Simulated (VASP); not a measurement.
# NiSb (P6_3/mmc) in VASP: notebook

NiSb is run at these levels: PBEsol; tasks: single point.

Program: VASP 6.6.1. These are calculated values, not measurements. Logs are shortened: lines on timing, memory, paths and dates and some standing lists are left out, and cuts for length are marked.

## (1) The cell of the first run

It takes space group P6_3/mmc (No. 194, hexagonal). Conventional cell: a = 3.897 Å, b = 3.897 Å, c = 5.045 Å, α = 90.00°, β = 90.00°, γ = 120.00°. Within 3.3 Å of Ni (site symmetry -3m) lie 2 Ni at 2.52 Å and 6 Sb at 2.58 Å. Within 3.4 Å of Sb (site symmetry -6m2) lie 6 Ni at 2.58 Å and 6 Sb at 3.38 Å.

## (2) Single point, PBEsol

The input, INCAR:

```
SYSTEM = NiSb
ALGO = Normal ; EDIFF = 1E-7
ENCUT = 520 ; GGA = PS
ISIF = 2 ; ISMEAR = 0
LASPH = .True. ; LCHARG = .False.
LREAL = .False. ; LWAVE = .False.
NBANDS = 23 ; NELM = 80
PREC = Accurate ; SIGMA = 0.1
```

The input, KPOINTS:

```
k-points
0
Gamma
  12 12 8
  0 0 0
```

The input, POSCAR:

```
NiSb
1.0
    3.8970548876      0.0000000000      0.0000000000
   -1.9485274438      3.3749485326      0.0000000000
    0.0000000000      0.0000000000      5.0450790748
Ni Sb
2 2
Direct
    0.0000000000      0.0000000000      0.0000000000
    0.0000000000      0.0000000000      0.5000000000
    0.3333333333      0.6666666667      0.2500000000
    0.6666666667      0.3333333333      0.7500000000
```

Potentials or basis: VASP PAW PBE potentials, release 64 (Ni, Sb).

The run is started by

```sh
cat potpaw_PBE.64/Ni/POTCAR potpaw_PBE.64/Sb/POTCAR > POTCAR
mpirun -np 1 vasp_std > vasp.out
```

OUTCAR:

```text
SYSTEM = NiSb
   EDIFF = 1E-7
   ENCUT = 520
   GGA = PS
   ISIF = 2
   ISMEAR = 0
   LASPH = .True.
   LREAL = .False.
   NELM = 80
   PREC = Accurate

 ion  position               nearest neighbor table
   1  0.000  0.000  0.000-   2 2.52   2 2.52   4 2.58   3 2.58   3 2.58   4 2.58   4 2.58   3 2.58

   2  0.000  0.000  0.500-   1 2.52   1 2.52   4 2.58   3 2.58   3 2.58   4 2.58   4 2.58   3 2.58

   3  0.333  0.667  0.250-   1 2.58   2 2.58   1 2.58   2 2.58   1 2.58   2 2.58   4 3.38   4 3.38
                             4 3.38   4 3.38   4 3.38   4 3.38
   4  0.667  0.333  0.750-   1 2.58   2 2.58   1 2.58   2 2.58   1 2.58   2 2.58   3 3.38   3 3.38
                             3 3.38   3 3.38   3 3.38   3 3.38

  LATTYP: Found a hexagonal cell.
 ALAT       =     3.8970548876
 C/A-ratio  =     1.2945876361

  Lattice vectors:

 A1 = (   3.8970548876,   0.0000000000,   0.0000000000)
 A2 = (  -1.9485274438,   3.3749485326,   0.0000000000)
 A3 = (   0.0000000000,   0.0000000000,   5.0450790748)

Analysis of symmetry for initial positions (statically):
=====================================================================
 Subroutine PRICEL returns:
 Original cell was already a primitive cell.

 Routine SETGRP: Setting up the symmetry group for a
 hexagonal supercell.

 Subroutine GETGRP returns: Found 24 space group operations
 (whereof 12 operations were pure point group operations)
 out of a pool of 24 trial point group operations.

The static configuration has the point symmetry D_3d.
 The point group associated with its full space group is D_6h.

Analysis of symmetry for dynamics (positions and initial velocities):
=====================================================================
 Subroutine PRICEL returns:
 Original cell was already a primitive cell.

 Routine SETGRP: Setting up the symmetry group for a
 hexagonal supercell.

 Subroutine GETGRP returns: Found 24 space group operations
 (whereof 12 operations were pure point group operations)
 out of a pool of 24 trial point group operations.

The dynamic configuration has the point symmetry D_3d.
 The point group associated with its full space group is D_6h.

 Subroutine INISYM returns: Found 24 space group operations
 (whereof 12 operations are pure point group operations),
 and found     1 'primitive' translations

----------------------------------------------------------------------------------------

                                     Primitive cell

  volume of cell :      66.3547

  direct lattice vectors                    reciprocal lattice vectors
     3.897054888  0.000000000  0.000000000     0.256604033  0.148150407  0.000000000
    -1.948527444  3.374948533  0.000000000     0.000000000  0.296300815  0.000000000
     0.000000000  0.000000000  5.045079075     0.000000000  0.000000000  0.198212949

  length of vectors
     3.897054888  3.897054888  5.045079075     0.296300815  0.296300815  0.198212949

  position of ions in fractional coordinates (direct lattice)
     0.000000000  0.000000000  0.000000000
     0.000000000  0.000000000  0.500000000
     0.333333333  0.666666667  0.250000000
     0.666666667  0.333333333  0.750000000

  ion indices of the primitive-cell ions
   primitive index   ion index
                 1           1
                 2           2
                 3           3
                 4           4

----------------------------------------------------------------------------------------

 KPOINTS: k-points

Automatic generation of k-mesh.
 Grid dimensions read from file:
 generate k-points for:   12   12    8

 Generating k-lattice:

  Cartesian coordinates                     Fractional coordinates (reciprocal lattice)
     0.021383669  0.012345867  0.000000000     0.083333333 -0.000000000  0.000000000
     0.000000000  0.024691735  0.000000000     0.000000000  0.083333333  0.000000000
     0.000000000  0.000000000  0.024776619     0.000000000  0.000000000  0.125000000

  Length of vectors
     0.024691735  0.024691735  0.024776619

  Shift w.r.t. Gamma in fractional coordinates (k-lattice)
     0.000000000  0.000000000  0.000000000

 Subroutine IBZKPT returns following result:
 ===========================================

 Found     95 irreducible k-points:

 Following reciprocal coordinates:
            Coordinates               Weight
  0.000000  0.000000  0.000000      1.000000
  0.083333 -0.000000  0.000000      6.000000
  0.166667  0.000000  0.000000      6.000000
  0.250000 -0.000000  0.000000      6.000000
  0.333333 -0.000000  0.000000      6.000000
  0.416667 -0.000000  0.000000      6.000000
[... 16 lines left out ...]
  0.250000 -0.000000  0.125000     12.000000
  0.333333 -0.000000  0.125000     12.000000
 [... further k-points ...]
   k-points           NKPTS =     95   k-points in BZ     NKDIM =     95   number of bands    NBANDS=     23
   number of dos      NEDOS =    301   number of ions     NIONS =      4
[... 24 lines left out ...]
   POTIM  = 0.5000    time-step for ionic-motion
   TEBEG  =    0.0;   TEEND  =   0.0 temperature during run
   PSTRESS=    0.0 pullay stress
   NELECT =      30.0000    total number of electrons
   NUPDOWN=      -1.0000    fix difference up-down
   EMIN   =  10.00;   EMAX   =-10.00  energy-range for DOS
   EFERMI =   0.00;   METHOD = LEGACY
   ISMEAR =     0;   SIGMA  =   0.10  broadening in eV -4-tet -1-fermi 0-gaus
   EFERMI_NEDOS =   21; number of points for ismear=-14 and -15
   IALGO  =     38    algorithm
   IMIX   =      4    mixing-type and parameters
     AMIX     =   0.40;   BMIX     =  1.00
     AMIX_MAG =   1.60;   BMIX_MAG =  1.00
  volume/ion in A,a.u.               =      16.59       111.95
  Fermi-wavevector in a.u.,A,eV,Ry     =   1.256487  2.374416 21.480331  1.578760
  Thomas-Fermi vector in A             =   2.390193
   LORBIT       =      0    0 simple, 1 ext, 2 COOP (PROOUT), +10 PAW based schemes
   GGA     = PS    functional components
   LHFCALC =     F    Hartree Fock is set to
   AEXX    =    0.0000 exact exchange contribution
   IVDW    =     0    specifies the selected vdW correction
   LEPSILON=     F    determine dielectric tensor
   LRPA    =     F    only Hartree local field effects (RPA)
 non-spin polarized calculation
 Gauss-broadening in eV      SIGMA  =   0.10
  energy-cutoff  :      520.00
  volume of cell :       66.35
 maximum number of plane-waves:      1809
 NGX is ok and might be reduce to    30
   NGX = 15   NGY = 15   NGZ = 19

 number of electron      30.0000018 magnetization

 Free energy of the ion-electron system (eV)
  ---------------------------------------------------
  ext. energy  EPLUGINS =         0.00000000
  ---------------------------------------------------
  free energy    TOTEN  =       -22.67929817 eV

  energy without entropy =      -22.67116197  energy(sigma->0) =      -22.67523007

 E-fermi :  10.3835     XC(G=0): -11.8143

 val. band max:       10.3799217310   @ k =   0.1667   0.0833   0.2500
 cond. band min:      10.4368163240   @ k =   0.2500   0.0833   0.5000
 fundamental gap:      0.0568945930
 Fermi energy:        10.3834901431

 k-point     1 :       0.0000    0.0000    0.0000
  band No.  band energies     occupation
      1      -2.9199      2.00000
      2       1.9061      2.00000
      3       3.9083      2.00000
      4       6.2347      2.00000
      5       6.2347      2.00000
      6       7.0156      2.00000
[... 15 lines left out ...]
     22      16.8386      0.00000
     23      18.3535      0.00000

 k-point     2 :       0.0833   -0.0000    0.0000
  band No.  band energies     occupation
      1      -2.8299      2.00000
      2       1.8977      2.00000
      3       4.0092      2.00000
      4       6.2171      2.00000
      5       6.2546      2.00000
      6       6.9847      2.00000
[... 15 lines left out ...]
     22      16.9734      0.00000
     23      17.7071      0.00000

 k-point     3 :       0.1667    0.0000    0.0000
  band No.  band energies     occupation
      1      -2.5622      2.00000
      2       1.8557      2.00000
      3       4.3080      2.00000
      4       6.1102      2.00000
      5       6.3128      2.00000
      6       6.8494      2.00000
[... 15 lines left out ...]
     22      17.2740      0.00000
     23      17.4269      0.00000
[... 495 lines left out ...]
 k-point    23 :       0.2500   -0.0000    0.1250
  band No.  band energies     occupation
      1      -2.0367      2.00000
      2       1.4216      2.00000
      3       4.7567      2.00000
      4       5.9950      2.00000
      5       6.4463      2.00000
      6       6.7930      2.00000
[... 15 lines left out ...]
     22      17.4256      0.00000
     23      18.1489      0.00000

 k-point    24 :       0.3333   -0.0000    0.1250
  band No.  band energies     occupation
      1      -1.4533      2.00000
      2       1.2854      2.00000
      3       4.5506      2.00000
      4       5.7020      2.00000
      5       6.5400      2.00000
      6       6.9794      2.00000
[... 15 lines left out ...]
     22      17.6302      0.00000
     23      19.2800      0.00000

 [... further k-points ...]
[... 5 lines left out ...]
  --------------------------------------------------------------------------------------
  -------------------------------------------------------------------------------------
  Total        0.8346024      0.8346024      0.8921002      0.0000000      0.0000000      0.0000000
  in kB       20.1520188     20.1520188     21.5403403      0.0000000      0.0000000      0.0000000
  external PRESSURE =      20.6147926 kB  Pullay stress =       0.0000000 kB

 VOLUME and BASIS-vectors are now :
 -----------------------------------------------------------------------------
  energy-cutoff  :      520.00
  volume of cell :       66.35
      direct lattice vectors                 reciprocal lattice vectors
     3.897054888  0.000000000  0.000000000     0.256604033  0.148150407  0.000000000
    -1.948527444  3.374948533  0.000000000     0.000000000  0.296300815  0.000000000
     0.000000000  0.000000000  5.045079075     0.000000000  0.000000000  0.198212949

 POSITION                                       TOTAL-FORCE (eV/Angst)
 -----------------------------------------------------------------------------------
      0.00000      0.00000      0.00000        -0.000000      0.000000     -0.000000
      0.00000      0.00000      2.52254        -0.000000      0.000000     -0.000000
     -0.00000      2.24997      1.26127         0.000000     -0.000000      0.000000
      1.94853      1.12498      3.78381        -0.000000      0.000000      0.000000
 -----------------------------------------------------------------------------------
    total drift:                                0.000000      0.000000     -0.000000

  FREE ENERGIE OF THE ION-ELECTRON SYSTEM (eV)
  ---------------------------------------------------
  free  energy   TOTEN  =       -22.6792981660 eV

  energy  without entropy=      -22.6711619696  energy(sigma->0) =      -22.67523007
```

Wall time 2.4 min (1 thread of Intel Xeon Platinum 8259CL at 2.50GHz (Skylake/Cascade Lake), shared host); peak memory 0.27 GiB.

What came out:

- Free energy: -22.6793 eV
- Pressure: 2.1 GPa
- Band gap on the k mesh: zero (band 15 reaches 12.49 eV, above the bottom of band 16 at 9.01 eV)

Stress tensor (GPa, compression positive):
```
2.02 0.00 0.00
0.00 2.02 0.00
0.00 0.00 2.15
```

Caveat: the PAW data sets were made with another functional, which shifts forces and pressure a little; spin-orbit coupling is left out, which moves the levels of the heavy elements.

## (3) Single point, PBEsol

This run uses another cell than the first one, of 13.89 Å³/atom, 0.838 times its volume.

The input, INCAR:

```
SYSTEM = NiSb
PREC     = Accurate       ! precision mode
ENCUT    = 520            ! plane-wave cutoff, eV
EDIFF    = 1E-7           ! SCF threshold, eV
ISMEAR   = 0              ! smearing method
SIGMA    = 0.1            ! smearing width, eV
LREAL    = .False.        ! projectors in reciprocal space
LASPH    = .True.         ! aspherical terms in the spheres
NELM     = 100            ! most SCF steps
ALGO     = Normal         ! electronic algorithm
ISIF     = 2              ! what is computed and relaxed
LWAVE    = .False.        ! write WAVECAR
LCHARG   = .True.         ! write CHGCAR
GGA      = PS             ! functional
LELF     = .True.         ! ELF
LVHAR    = .True.       
NBANDS   = 23             ! bands
```

The input, KPOINTS:

```
regular mesh
0
Gamma
  12 12 10
  0 0 0
```

The input, POSCAR:

```
NiSb
1.0
    3.6782805898      0.0000000000      0.0000000000
   -1.8391402949      3.1854844330      0.0000000000
    0.0000000000      0.0000000000      4.7429522134
Ni Sb
2 2
Direct
    0.0000000000      0.0000000000      0.0000000000
    0.0000000000      0.0000000000      0.5000000000
    0.3333333333      0.6666666667      0.2500000000
    0.6666666667      0.3333333333      0.7500000000
```

Potentials or basis: VASP PAW PBE potentials, release 64 (Ni, Sb).

The run is started by

```sh
cat potpaw_PBE.64/Ni/POTCAR potpaw_PBE.64/Sb/POTCAR > POTCAR
mpirun -np 1 vasp_std > vasp.out
```

Run time: 2.2 min. Hardware: 1 thread of Intel Xeon Platinum 8259CL at 2.50GHz (Skylake/Cascade Lake), shared host; peak memory 0.27 GiB.

The run converged. Its results:

```
Free energy            : -21.4636 eV
Pressure               : 40.1 GPa
Band gap on the k mesh : zero (band 15 reaches 15.91 eV, above the bottom of band 16 at 11.53 eV)
```

Stress tensor (GPa, compression positive):
```
40.02  0.00  0.00
 0.00 40.02  0.00
 0.00  0.00 40.22
```

Levels at points of the mesh, in eV from the Fermi level:
| k point | band 11 | band 12 | band 13 | band 14 | band 15 | band 16 | band 17 | band 18 | band 19 | band 20 |
| --- | --- | --- | --- | --- | --- | --- | --- | --- | --- | --- |
| (0.00, 0.00, 0.00) | -1.91 | -1.91 | -0.08 | 0.60 | 0.60 | 2.96 | 2.96 | 3.14 | 5.10 | 6.83 |
| (0.50, 0.00, 0.00) | -3.04 | -2.66 | -2.26 | -1.99 | -1.88 | 0.00 | 1.39 | 3.41 | 5.04 | 5.61 |
| (0.00, 0.00, 0.50) | -3.01 | -3.01 | 0.98 | 0.98 | 2.50 | 2.50 | 2.50 | 2.50 | 5.55 | 5.55 |
| (0.50, 0.00, 0.50) | -2.78 | -2.78 | -2.60 | -2.60 | 0.02 | 0.02 | 2.31 | 2.31 | 5.92 | 5.92 |

Caveat: the PAW data sets were made with another functional, which shifts forces and pressure a little; spin-orbit coupling is left out, which moves the levels of the heavy elements. Spin polarisation is off, so any magnetic state and its effect on volume and gap are missing.

## (4) Single point, PBEsol

This run uses another cell than the first one, of 16.83 Å³/atom, 1.015 times its volume.

The input, INCAR:

```
SYSTEM = NiSb
ALGO = Normal
EDIFF = 1E-7
ENCUT = 520
GGA = PS
ISIF = 2
ISMEAR = 0
LASPH = .TRUE.
LCHARG = .FALSE.
LREAL = .FALSE.
LWAVE = .FALSE.
NBANDS = 23
NELM = 80
PREC = Accurate
SIGMA = 0.1
```

The input, KPOINTS:

```
k-points
0
G
  12 12 8
  0 0 0
```

The input, POSCAR:

```
NiSb
1.0
    3.9159379938      0.0000000000      0.0000000000
   -1.9579689969      3.3913017823      0.0000000000
    0.0000000000      0.0000000000      5.0702953988
Ni Sb
2 2
Direct
    0.0000000000      0.0000000000      0.0000000000
    0.0000000000      0.0000000000      0.5000000000
    0.3333333333      0.6666666667      0.2500000000
    0.6666666667      0.3333333333      0.7500000000
```

The run is started by

```sh
cat potpaw_PBE.64/Ni/POTCAR potpaw_PBE.64/Sb/POTCAR > POTCAR
mpirun -np 1 vasp_std > vasp.out
```

It took 2.5 min on 1 thread of Intel Xeon Platinum 8259CL at 2.50GHz (Skylake/Cascade Lake), shared host; peak memory 0.27 GiB.

Results (log left out):

| Property | Result |
| --- | --- |
| Free energy | -22.6857 eV |
| Pressure | 0.1 GPa |
| Band gap on the k mesh | zero (band 15 reaches 12.23 eV, above the bottom of band 16 at 8.82 eV) |

Stress tensor (GPa, compression positive):
```
0.03 0.00 0.00
0.00 0.03 0.00
0.00 0.00 0.15
```

Levels at points of the mesh, in eV from the Fermi level:
| k point | band 12 | band 13 | band 14 | band 15 | band 16 | band 17 | band 18 | band 19 |
| --- | --- | --- | --- | --- | --- | --- | --- | --- |
| (0.00, 0.00, 0.00) | -1.37 | -0.02 | 0.54 | 0.54 | 2.48 | 2.48 | 3.04 | 4.12 |
| (0.50, 0.00, 0.00) | -1.94 | -1.66 | -1.43 | -1.35 | -0.37 | 1.17 | 3.38 | 4.07 |
| (0.00, 0.00, 0.50) | -2.17 | 0.31 | 0.31 | 2.08 | 2.08 | 2.08 | 2.08 | 5.21 |
| (0.50, 0.00, 0.50) | -1.99 | -1.87 | -1.87 | 0.16 | 0.16 | 1.71 | 1.71 | 5.27 |

Caveat: the PAW data sets were made with another functional, which shifts forces and pressure a little; spin-orbit coupling is left out, which moves the levels of the heavy elements.

## (5) Single point, PBEsol

This run uses another cell than the first one, of 17.10 Å³/atom, 1.031 times its volume.

The input, INCAR:

```
SYSTEM = NiSb
PREC = Accurate
ENCUT = 520
EDIFF = 1E-6
ISMEAR = 0
SIGMA = 0.1
LREAL = .FALSE.
LASPH = .TRUE.
NELM = 60
ALGO = Normal
ISIF = 2
LWAVE = .FALSE.
LCHARG = .FALSE.
GGA = PS
NBANDS = 23
```

The input, KPOINTS:

```
Automatic mesh
0
G
  12 12 8
  0 0 0
```

The input, POSCAR:

```
NiSb
1.0
    3.9367924919      0.0000000000      0.0000000000
   -1.9683962460      3.4093623074      0.0000000000
    0.0000000000      0.0000000000      5.0974354980
Ni Sb
2 2
Direct
    0.0000000000      0.0000000000      0.0000000000
    0.0000000000      0.0000000000      0.5000000000
    0.3333333333      0.6666666667      0.2500000000
    0.6666666667      0.3333333333      0.7500000000
```

The run is started by

```sh
cat potpaw_PBE.64/Ni/POTCAR potpaw_PBE.64/Sb/POTCAR > POTCAR
mpirun -np 1 vasp_std > vasp.out
```

Wall time 2.4 min (1 thread of Intel Xeon Platinum 8259CL at 2.50GHz (Skylake/Cascade Lake), shared host); peak memory 0.27 GiB.

It converged, with:

```
Free energy            : -22.6793 eV
Pressure               : -1.9 GPa
Band gap on the k mesh : zero (band 15 reaches 11.96 eV, above the bottom of band 16 at 8.62 eV)
```

Stress tensor (GPa, compression positive):
```
-1.97  0.00  0.00
 0.00 -1.97  0.00
 0.00  0.00 -1.86
```

Levels at points of the mesh, in eV from the Fermi level:
| k point | band 11 | band 12 | band 13 | band 14 | band 15 | band 16 | band 17 | band 18 | band 19 | band 20 |
| --- | --- | --- | --- | --- | --- | --- | --- | --- | --- | --- |
| (0.00, 0.00, 0.00) | -1.33 | -1.33 | -0.01 | 0.54 | 0.54 | 2.44 | 2.44 | 3.03 | 4.04 | 5.25 |
| (0.50, 0.00, 0.00) | -2.11 | -1.88 | -1.61 | -1.39 | -1.31 | -0.38 | 1.16 | 3.38 | 3.99 | 5.35 |
| (0.00, 0.00, 0.50) | -2.11 | -2.11 | 0.26 | 0.26 | 2.05 | 2.05 | 2.05 | 2.05 | 5.17 | 5.17 |
| (0.50, 0.00, 0.50) | -1.93 | -1.93 | -1.82 | -1.82 | 0.17 | 0.17 | 1.66 | 1.66 | 5.22 | 5.22 |

Caveat: the PAW data sets were made with another functional, which shifts forces and pressure a little; spin-orbit coupling is left out, which moves the levels of the heavy elements. Spin polarisation is off, so any magnetic state and its effect on volume and gap are missing.

## (6) The runs side by side

| cell | k mesh | gap on the mesh (eV) | pressure (GPa) |
| --- | --- | --- | --- |
| a = 3.897, b = 3.897, c = 5.045 Å, angles 90.0, 90.0, 120.0°, 4 atoms | 12 × 12 × 8 | none | 2.1 |
| a = 3.678, b = 3.678, c = 4.743 Å, angles 90.0, 90.0, 120.0°, 4 atoms | 12 × 12 × 10 | none | 40.1 |
| a = 3.916, b = 3.916, c = 5.070 Å, angles 90.0, 90.0, 120.0°, 4 atoms | 12 × 12 × 8 | none | 0.1 |
| a = 3.937, b = 3.937, c = 5.097 Å, angles 90.0, 90.0, 120.0°, 4 atoms | 12 × 12 × 8 | none | -1.9 |

Alike in all rows: task single point; level PBEsol; potentials or basis VASP PAW PBE potentials, release 64 (Ni, Sb); no spin polarisation; cutoff (eV) 520; smearing gaussian 0.1 eV.

Caveats: the PAW data sets were made with another functional, which shifts forces and pressure a little; spin-orbit coupling is left out, which moves the levels of the heavy elements.

Absolute energies hang on the potentials; compare differences alone.
